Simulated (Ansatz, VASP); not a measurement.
## CdCoC6N6: VASP beside Ansatz

```
Cd Co C N
1.0
     0.00000    5.17850    5.17850
     5.17850    0.00000    5.17850
     5.17850    5.17850    0.00000
Cd Co C N
1 1 6 6
Direct
  0.00000 0.00000 0.00000
  0.50000 0.50000 0.50000
  0.80680 0.19320 0.19320
  0.19320 0.80680 0.19320
  0.19320 0.19320 0.80680
  0.19320 0.80680 0.80680
  0.80680 0.19320 0.80680
  0.80680 0.80680 0.19320
  0.69383 0.30617 0.30617
  0.30617 0.69383 0.30617
  0.30617 0.30617 0.69383
  0.30617 0.69383 0.69383
  0.69383 0.30617 0.69383
  0.69383 0.69383 0.30617
```

Alike in both runs: task single point; functional PBE; k mesh 4 × 4 × 4; occupations gaussian, width 0.1 eV; collinear spin.

|  | VASP | Ansatz |
| --- | --- | --- |
| version | VASP 6.6.1 | Ansatz 0.2.0 |
| potentials or method | VASP PAW PBE potentials, release 64 (Cd, Co, C, N), cutoff 520 eV | scalar-relativistic, plane waves, PAW |
| valence electrons in the cell | 75 | 91 |

```csv
,VASP,Ansatz,Ansatz less VASP
gap on the k mesh at the Fermi level (eV),none,none,-
pressure (GPa),7.1,6.3,-0.73
rms of the force components (eV/Å),1.736,1.803,+0.0666
net moment per atom (μB),0.07,0.07,+0.001
size of the moment on the site where the two differ most (μB),0.10,0.05,-0.054
```

Site moments also hang on the region over which each program counts them. Atom by atom the forces differ by 0.156 eV/Å (rms over components). A gap of «none» marks a metal or a gap that the smearing closes. VASP's potentials hold 75 valence electrons a cell and Ansatz's 91, so a difference there can come from the potentials and not from the codes.

Noted on VASP's run: the standard files for N, O and F lose accuracy on very short bonds.
